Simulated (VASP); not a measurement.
# CaSe (I4/mmm) in VASP: notebook

CaSe is run at these levels: LDA; tasks: single point.

All numbers are computed with VASP 6.6.1; they aren't measurements. Logs are shortened: lines on timing, memory, paths and dates and some standing lists are left out, and cuts for length are marked.

### 1 The cell of the first run

Symmetry: I4/mmm, No. 139, tetragonal system. The conventional cell has a = 4.826 Å, b = 4.826 Å, c = 4.436 Å, α = 90.00°, β = 90.00°, γ = 90.00°. Within 2.9 Å of Ca (site symmetry 4/mmm) lie 2 Se at 2.22 Å. Within 2.9 Å of Se (site symmetry 4/mmm) lie 2 Ca at 2.22 Å.

### 2 Single point, LDA

Input file INCAR:

```
ALGO = Normal
EDIFF = 1E-7
ENCUT = 520
ISIF = 2
ISMEAR = 0
LASPH = T
LCHARG = F
LREAL = F
LWAVE = F
NBANDS = 15
NELM = 100
PREC = Accurate
SIGMA = 0.05
```

Input file KPOINTS:

```
k-points
0
Gamma
  10 10 10
```

Input file POSCAR:

```
CaSe
1.0
    0.0000000000      3.4124527302      2.2180942746
    3.4124527302      0.0000000000      2.2180942746
    3.4124527302      3.4124527302      0.0000000000
Ca Se
1 1
Direct
    0.0000000000      0.0000000000      0.0000000000
    0.5000000000      0.5000000000      0.5000000000
```

Potentials or basis: VASP PAW LDA potentials, release 64 (Ca_sv, Se).

Started as:

```
$ cat potpaw_LDA.64/Ca_sv/POTCAR potpaw_LDA.64/Se/POTCAR > POTCAR
$ mpirun -np 1 vasp_std > vasp.out
```

OUTCAR:

```text
EDIFF = 1E-7
   ENCUT = 520
   ISIF = 2
   ISMEAR = 0
   LASPH = T
   LREAL = F
   NELM = 100
   PREC = Accurate

 ion  position               nearest neighbor table
   1  0.000  0.000  0.000-   2 2.22   2 2.22
   2  0.500  0.500  0.500-   1 2.22   1 2.22

  LATTYP: Found a body centered tetragonal cell.
 ALAT       =     4.8259369320
 C/A-ratio  =     0.9192388155

  Lattice vectors:

 A1 = (   0.0000000000,  -3.4124527302,  -2.2180942746)
 A2 = (   0.0000000000,   3.4124527302,  -2.2180942746)
 A3 = (   3.4124527302,   0.0000000000,   2.2180942746)

Analysis of symmetry for initial positions (statically):
=====================================================================
 Subroutine PRICEL returns:
 Original cell was already a primitive cell.

 Routine SETGRP: Setting up the symmetry group for a
 body centered tetragonal supercell.

 Subroutine GETGRP returns: Found 16 space group operations
 (whereof 16 operations were pure point group operations)
 out of a pool of 16 trial point group operations.

The static configuration has the point symmetry D_4h.

Analysis of symmetry for dynamics (positions and initial velocities):
=====================================================================
 Subroutine PRICEL returns:
 Original cell was already a primitive cell.

 Routine SETGRP: Setting up the symmetry group for a
 body centered tetragonal supercell.

 Subroutine GETGRP returns: Found 16 space group operations
 (whereof 16 operations were pure point group operations)
 out of a pool of 16 trial point group operations.

The dynamic configuration has the point symmetry D_4h.

 Subroutine INISYM returns: Found 16 space group operations
 (whereof 16 operations are pure point group operations),
 and found     1 'primitive' translations

----------------------------------------------------------------------------------------

                                     Primitive cell

  volume of cell :      51.6587

  direct lattice vectors                    reciprocal lattice vectors
     0.000000000  3.412452730  2.218094275    -0.146522176  0.146522176  0.225418733
     3.412452730  0.000000000  2.218094275     0.146522176 -0.146522176  0.225418733
     3.412452730  3.412452730  0.000000000     0.146522176  0.146522176 -0.225418733

  length of vectors
     4.069984748  4.069984748  4.825936932     0.306188016  0.306188016  0.306188016

  position of ions in fractional coordinates (direct lattice)
     0.000000000  0.000000000  0.000000000
     0.500000000  0.500000000  0.500000000

  ion indices of the primitive-cell ions
   primitive index   ion index
                 1           1
                 2           2

----------------------------------------------------------------------------------------

 KPOINTS: k-points

Automatic generation of k-mesh.
 Grid dimensions read from file:
 generate k-points for:   10   10   10

 Generating k-lattice:

  Cartesian coordinates                     Fractional coordinates (reciprocal lattice)
    -0.014652218  0.014652218  0.022541873     0.100000000 -0.000000000  0.000000000
     0.014652218 -0.014652218  0.022541873    -0.000000000  0.100000000  0.000000000
     0.014652218  0.014652218 -0.022541873     0.000000000  0.000000000  0.100000000

  Length of vectors
     0.030618802  0.030618802  0.030618802

  Shift w.r.t. Gamma in fractional coordinates (k-lattice)
     0.000000000  0.000000000  0.000000000

 Subroutine IBZKPT returns following result:
 ===========================================

 Found    102 irreducible k-points:

 Following reciprocal coordinates:
            Coordinates               Weight
  0.000000  0.000000  0.000000      1.000000
  0.100000  0.000000  0.000000      8.000000
  0.200000  0.000000  0.000000      8.000000
  0.300000  0.000000  0.000000      8.000000
  0.400000 -0.000000  0.000000      8.000000
  0.500000 -0.000000  0.000000      4.000000
[... 16 lines left out ...]
  0.300000  0.300000  0.000000      2.000000
  0.400000  0.300000  0.000000      8.000000
 [... further k-points ...]
   k-points           NKPTS =    102   k-points in BZ     NKDIM =    102   number of bands    NBANDS=     15
   number of dos      NEDOS =    301   number of ions     NIONS =      2
   total plane-waves  NPLWV =  32400
   dimension x,y,z NGX =    30 NGY =   30 NGZ =   36
   dimension x,y,z NGXF=    60 NGYF=   60 NGZF=   72
   ions per type =               1   1
   NGX,Y,Z   is equivalent  to a cutoff of  12.25, 12.25, 12.40 a.u.
   NGXF,Y,Z  is equivalent  to a cutoff of  24.51, 24.51, 24.80 a.u.
 SYSTEM =  unknown system
   PREC   = accura    normal or accurate (medium, high low for compatibility)
   ISTART =      0    job   : 0-new  1-cont  2-samecut
   ICHARG =      2    charge: 1-file 2-atom 10-const
   ISPIN  =      1    spin polarized calculation?
   LNONCOLLINEAR =      F non collinear calculations
   LSORBIT =      F    spin-orbit coupling
   LASPH  =      T    aspherical Exc in radial PAW
   ENCUT  =  520.0 eV  38.22 Ry    6.18 a.u.   7.57  7.57  8.97*2*pi/ulx,y,z
   NELM   =    100;   NELMIN=  2; NELMDL= -5     # of ELM steps
   EDIFF  = 0.1E-06   stopping-criterion for ELM
   LREAL  =      F    real-space projection
   EDIFFG = 0.1E-05   stopping-criterion for IOM
   NSW    =      0    number of steps for IOM
   IBRION =     -1    ionic relax: 0-MD 1-quasi-New 2-CG
   NFREE  =      0    steps in history (QN), initial steepest desc. (CG)
   ISIF   =      2    stress and relaxation
   ISYM   =      2    0-nonsym 1-usesym 2-fastsym
   POTIM  = 0.5000    time-step for ionic-motion
   TEBEG  =    0.0;   TEEND  =   0.0 temperature during run
   PSTRESS=    0.0 pullay stress
   NELECT =      16.0000    total number of electrons
   NUPDOWN=      -1.0000    fix difference up-down
   EMIN   =  10.00;   EMAX   =-10.00  energy-range for DOS
   EFERMI =   0.00;   METHOD = LEGACY
   ISMEAR =     0;   SIGMA  =   0.05  broadening in eV -4-tet -1-fermi 0-gaus
   EFERMI_NEDOS =   21; number of points for ismear=-14 and -15
   IALGO  =     38    algorithm
   IMIX   =      4    mixing-type and parameters
     AMIX     =   0.40;   BMIX     =  1.00
     AMIX_MAG =   1.60;   BMIX_MAG =  1.00
  volume/ion in A,a.u.               =      25.83       174.30
  Fermi-wavevector in a.u.,A,eV,Ry     =   1.107645  2.093145 16.692666  1.226876
  Thomas-Fermi vector in A             =   2.244161
   LORBIT       =      0    0 simple, 1 ext, 2 COOP (PROOUT), +10 PAW based schemes
   GGA     = CA    functional components
   LHFCALC =     F    Hartree Fock is set to
   AEXX    =    0.0000 exact exchange contribution
   IVDW    =     0    specifies the selected vdW correction
   LEPSILON=     F    determine dielectric tensor
   LRPA    =     F    only Hartree local field effects (RPA)
 non-spin polarized calculation
 Gauss-broadening in eV      SIGMA  =   0.05
  energy-cutoff  :      520.00
  volume of cell :       51.66
 maximum number of plane-waves:      1409
   NGX = 15   NGY = 15   NGZ = 17

 number of electron      16.0000001 magnetization

 Free energy of the ion-electron system (eV)
  ---------------------------------------------------
  ext. energy  EPLUGINS =         0.00000000
  ---------------------------------------------------
  free energy    TOTEN  =        -6.86246622 eV

  energy without entropy =       -6.86223723  energy(sigma->0) =       -6.86235172

 E-fermi :   3.7885     XC(G=0):  -9.2338

 val. band max:        3.7280262943   @ k =  -0.1000   0.1000   0.0000
 cond. band min:       3.8117730601   @ k =   0.1000   0.0000   0.0000
 fundamental gap:      0.0837467658
 Fermi energy:         3.7884785479

 k-point     1 :       0.0000    0.0000    0.0000
  band No.  band energies     occupation
      1     -36.2548      2.00000
      2     -18.2356      2.00000
      3     -17.5607      2.00000
      4     -17.5607      2.00000
      5      -9.8630      2.00000
      6       2.0804      2.00000
      7       2.0804      2.00000
      8       3.3088      2.00000
      9       3.9720      0.00000
     10       5.4780      0.00000
     11       5.4780      0.00000
     12       5.6662      0.00000
     13       8.0290      0.00000
     14      11.0201      0.00000
     15      13.2178      0.00000

 k-point     2 :       0.1000    0.0000    0.0000
  band No.  band energies     occupation
      1     -36.2538      2.00000
      2     -18.2657      2.00000
      3     -17.5650      2.00000
      4     -17.5637      2.00000
      5      -9.7166      2.00000
      6       1.5719      2.00000
      7       1.7959      2.00000
      8       3.3927      2.00000
      9       3.8118      0.50998
     10       5.7165      0.00000
     11       5.8640      0.00000
     12       6.0224      0.00000
     13       7.9124      0.00000
     14      11.4917      0.00000
     15      12.4070      0.00000

 k-point     3 :       0.2000    0.0000    0.0000
  band No.  band energies     occupation
      1     -36.2512      2.00000
      2     -18.3429      2.00000
      3     -17.5750      2.00000
      4     -17.5713      2.00000
      5      -9.3128      2.00000
      6       0.7677      2.00000
      7       1.2429      2.00000
      8       2.2991      2.00000
      9       4.4979      0.00000
     10       6.1087      0.00000
     11       6.8201      0.00000
     12       7.0769      0.00000
     13       7.6676      0.00000
     14      11.0083      0.00000
     15      12.4749      0.00000
[... 343 lines left out ...]
 k-point    23 :       0.3000    0.3000    0.0000
  band No.  band energies     occupation
      1     -36.2423      2.00000
      2     -18.5157      2.00000
      3     -17.6078      2.00000
      4     -17.6078      2.00000
      5      -8.1532      2.00000
      6      -0.2967      2.00000
      7       0.3170      2.00000
      8       0.3170      2.00000
      9       4.9834      0.00000
     10       5.8724      0.00000
     11       7.3730      0.00000
     12       9.3473      0.00000
     13       9.3473      0.00000
     14      11.8510      0.00000
     15      11.8510      0.00000

 k-point    24 :       0.4000    0.3000    0.0000
  band No.  band energies     occupation
      1     -36.2403      2.00000
      2     -18.4625      2.00000
      3     -17.6225      2.00000
      4     -17.6218      2.00000
      5      -8.4841      2.00000
      6       0.0793      2.00000
      7       0.3159      2.00000
      8       0.5170      2.00000
      9       4.6775      0.00000
     10       6.8152      0.00000
     11       7.8804      0.00000
     12       8.5252      0.00000
     13       8.5385      0.00000
     14      11.7883      0.00000
     15      12.5506      0.00000

 [... further k-points ...]

------------------------ aborting loop because EDIFF is reached ----------------------------------------

  FORCE on cell =-STRESS in cart. coord.  units (eV):
  Direction    XX          YY          ZZ          XY          YZ          ZX
  --------------------------------------------------------------------------------------
  -------------------------------------------------------------------------------------
  Total       -2.4563077     -2.4563077     33.6049199      0.0000000      0.0000000     -0.0000000
  in kB      -76.1815953    -76.1815953   1042.2458195      0.0000000      0.0000000     -0.0000000
  external PRESSURE =     296.6275429 kB  Pullay stress =       0.0000000 kB

 VOLUME and BASIS-vectors are now :
 -----------------------------------------------------------------------------
  energy-cutoff  :      520.00
  volume of cell :       51.66
      direct lattice vectors                 reciprocal lattice vectors
     0.000000000  3.412452730  2.218094275    -0.146522176  0.146522176  0.225418733
     3.412452730  0.000000000  2.218094275     0.146522176 -0.146522176  0.225418733
     3.412452730  3.412452730  0.000000000     0.146522176  0.146522176 -0.225418733

 POSITION                                       TOTAL-FORCE (eV/Angst)
 -----------------------------------------------------------------------------------
      0.00000      0.00000      0.00000         0.000000      0.000000     -0.000000
      3.41245      3.41245      2.21809         0.000000     -0.000000      0.000000
 -----------------------------------------------------------------------------------
    total drift:                               -0.000000      0.000000      0.000000

  FREE ENERGIE OF THE ION-ELECTRON SYSTEM (eV)
  ---------------------------------------------------
  free  energy   TOTEN  =        -6.8624662184 eV

  energy  without entropy=       -6.8622372279  energy(sigma->0) =       -6.86235172
```

Run time: 29 s. Hardware: 1 thread of Intel Xeon 6975P-C (Granite Rapids), shared host; peak memory 0.21 GiB.

What came out:

```
Free energy            : -6.8625 eV
Pressure               : 29.7 GPa
Band gap on the k mesh : zero (bands 8 and 9 overlap by 0.24 eV)
```

Levels at points of the mesh, in eV from the Fermi level:
```
           k point  band 4  band 5  band 6  band 7  band 8  band 9  band 10  band 11  band 12  band 13
(0.00, 0.00, 0.00)  -21.35  -13.65   -1.71   -1.71   -0.48    0.18     1.69     1.69     1.88     4.24
(0.50, 0.00, 0.00)  -21.38  -11.81   -4.83   -3.48   -3.40    2.64     3.53     4.32     4.51     4.96
(0.50, 0.50, 0.00)  -21.44  -13.11   -3.32   -3.32   -1.34    0.15     3.61     3.61     4.73     4.76
(0.50, 0.00, 0.50)  -21.34  -13.31   -4.34   -1.74   -0.47    0.98     1.55     3.87     4.00     5.05
```

Caveat: the stress differs along the axes, from -8 to 104 GPa; semilocal functionals underestimate gaps, and a narrow one can read as zero.

### 3 Single point, LDA

This run uses another cell than the first one, of the same volume but with other edges.

Input file INCAR:

```
SYSTEM = CaSe
PREC = Accurate ; ENCUT = 520
EDIFF = 1E-6 ; ISMEAR = 0
SIGMA = 0.05 ; LREAL = .FALSE.
LASPH = .TRUE. ; NELM = 60
ALGO = Normal ; ISIF = 2
LWAVE = .FALSE. ; LCHARG = .TRUE.
LELF = .TRUE. ; LVHAR = .TRUE.
NBANDS = 15
```

Input file KPOINTS:

```
regular mesh
0
G
  10 10 10
  0 0 0
```

Input file POSCAR:

```
CaSe
1.0
    0.0000000000      2.5823038538      3.8734557806
    2.5823038538      0.0000000000      3.8734557806
    2.5823038538      2.5823038538      0.0000000000
Ca Se
1 1
Direct
    0.0000000000      0.0000000000      0.0000000000
    0.5000000000      0.5000000000      0.5000000000
```

Potentials or basis: VASP PAW LDA potentials, release 64 (Ca_sv, Se).

Started as:

```
$ cat potpaw_LDA.64/Ca_sv/POTCAR potpaw_LDA.64/Se/POTCAR > POTCAR
$ mpirun -np 1 vasp_std > vasp.out
```

Wall time 24 s (1 thread of Intel Xeon 6975P-C (Granite Rapids), shared host); peak memory 0.22 GiB.

It converged, with:

| Quantity | Value |
| --- | --- |
| Free energy | -9.3368 eV |
| Pressure | 13.7 GPa |
| Band gap on the k mesh | 1.09 eV |

Stress tensor (GPa, compression positive):
```
23.44  0.00  0.00
 0.00 23.44  0.00
 0.00  0.00 -5.72
```

Levels at points of the mesh, in eV from the valence-band top:
| k point | band 5 | band 6 | band 7 | band 8 | band 9 | band 10 | band 11 | band 12 |
| --- | --- | --- | --- | --- | --- | --- | --- | --- |
| (0.00, 0.00, 0.00) | -12.53 | -1.07 | 0.00 | 0.00 | 1.09 | 1.78 | 4.44 | 4.44 |
| (0.50, 0.00, 0.00) | -11.31 | -4.00 | -2.12 | -1.82 | 3.57 | 4.68 | 5.45 | 6.01 |
| (0.50, 0.50, 0.00) | -12.33 | -3.22 | -0.22 | -0.22 | 1.44 | 4.62 | 5.45 | 5.45 |
| (0.50, 0.00, 0.50) | -11.82 | -2.33 | -1.86 | -1.03 | 1.82 | 4.00 | 4.28 | 6.22 |

Caveat: the stress differs along the axes, from -6 to 23 GPa.

### 4 Single point, LDA

This run uses another cell than the first one, of the same volume but with other edges.

Input file INCAR:

```
  PREC = Accurate
  ENCUT = 520
  EDIFF = 1E-7
  ISMEAR = 0
  SIGMA = 0.05
  LREAL = F
  LASPH = T
  NELM = 100
  ALGO = Normal
  ISIF = 2
  LWAVE = F
  LCHARG = T
  GGA = CA
  LELF = T
  LVHAR = T
  NBANDS = 15
```

Input file KPOINTS:

```
regular mesh
0
Gamma
  10 10 10
```

Input file POSCAR:

```
CaSe
1.0
    0.0000000000      2.9964981832      2.8766382558
    2.9964981832      0.0000000000      2.8766382558
    2.9964981832      2.9964981832      0.0000000000
Ca Se
1 1
Direct
    0.0000000000      0.0000000000      0.0000000000
    0.5000000000      0.5000000000      0.5000000000
```

Started as:

```
$ cat potpaw_LDA.64/Ca_sv/POTCAR potpaw_LDA.64/Se/POTCAR > POTCAR
$ mpirun -np 1 vasp_std > vasp.out
```

Wall time 21 s (1 thread of Intel Xeon 6975P-C (Granite Rapids), shared host); peak memory 0.21 GiB.

Results (log left out):

```
Free energy            : -10.5413 eV
Pressure               : -2.7 GPa
Band gap on the k mesh : 1.83 eV (least direct gap 2.72 eV)
```

Stress tensor (GPa, compression positive):
```
-3.94  0.00  0.00
 0.00 -3.94  0.00
 0.00  0.00 -0.18
```

Levels at points of the mesh, in eV from the valence-band top:
```csv
k point,band 4,band 5,band 6,band 7,band 8,band 9,band 10,band 11,band 12,band 13
"(0.00, 0.00, 0.00)",-20.57,-11.86,-0.02,-0.02,0.00,3.03,3.45,3.45,3.71,4.07
"(0.50, 0.00, 0.00)",-20.57,-11.15,-3.37,-1.26,-1.25,4.35,5.27,5.35,5.39,7.26
"(0.50, 0.50, 0.00)",-20.61,-11.26,-2.47,-1.06,-1.06,1.83,4.80,4.98,5.87,5.87
"(0.50, 0.00, 0.50)",-20.60,-11.30,-2.61,-0.94,-0.86,1.86,4.71,5.05,5.82,5.88
```

### 5 Summary

| cell | gap on the mesh (eV) | pressure (GPa) |
| --- | --- | --- |
| a = 4.070, b = 4.070, c = 4.826 Å, angles 53.6, 53.6, 72.7°, 2 atoms | none | 29.7 |
| a = 4.655, b = 4.655, c = 3.652 Å, angles 66.9, 66.9, 46.2°, 2 atoms | 1.09 | 13.7 |
| a = 4.154, b = 4.154, c = 4.238 Å, angles 59.3, 59.3, 61.3°, 2 atoms | 1.83 | -2.7 |

Alike in all rows: task single point; level LDA; potentials or basis VASP PAW LDA potentials, release 64 (Ca_sv, Se); no spin polarisation; k mesh 10 × 10 × 10; cutoff (eV) 520; smearing gaussian 0.05 eV.

Caveats: the stress differs along the axes, from -8 to 104 GPa (at least some runs); semilocal functionals underestimate gaps, and a narrow one can read as zero (at least some runs); the stress differs along the axes, from -6 to 23 GPa (at least some runs).

Absolute energies hang on the potentials; compare differences alone.

The gap in the log of VASP goes by the Fermi energy; the results here count the filled bands.